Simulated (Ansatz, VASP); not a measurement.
**Two plane-wave programs on BaTiO3**

```
CELL_PARAMETERS angstrom
3.98526 0.00000 0.00000
0.00000 3.98526 0.00000
0.00000 0.00000 4.20222
ATOMIC_POSITIONS crystal
Ba 0.00000 0.00000 0.98930
Ti 0.50000 0.50000 0.47205
O 0.50000 0.50000 0.04088
O 0.50000 0.00000 0.52038
O 0.00000 0.50000 0.52038
```

Alike in both runs: task single point; functional PBE; k mesh 8 × 8 × 8; occupations gaussian, width 0.02 eV; collinear spin; Hubbard terms Ti d U = 4.0 eV.

|  | VASP | Ansatz |
| --- | --- | --- |
| version | VASP 6.6.1 | Ansatz 0.2.0 |
| potentials or method | VASP PAW PBE potentials, release 64 (Ba_sv, Ti_sv, O), cutoff 520 eV | scalar-relativistic, plane waves, PAW |
| valence electrons in the cell | 40 | 40 |

Ansatz gave:

* gap on the k mesh at the Fermi level (eV): 2.32
* least direct gap on the mesh (eV): 2.89
* pressure (GPa): 1.3
* traceless stress, the component that is largest in VASP (GPa): 0.11
* rms of the force components (eV/Å): 0.119
* net moment per atom (μB): 0.00

**Question.** Estimate VASP's values.

**Answer.** gap on the k mesh at the Fermi level (eV): 2.29; least direct gap on the mesh (eV): 2.87; pressure (GPa): 4.8; traceless stress, the component that is largest in VASP (GPa): 0.64; rms of the force components (eV/Å): 0.371; net moment per atom (μB): 0.00.

The programs project onto different local orbitals, so the same U acts differently, and such runs can settle in different states. Atom by atom the forces differ by 0.253 eV/Å (rms over components). Ansatz's warnings: seeded moment not kept.

Neither program's run includes spin-orbit coupling.
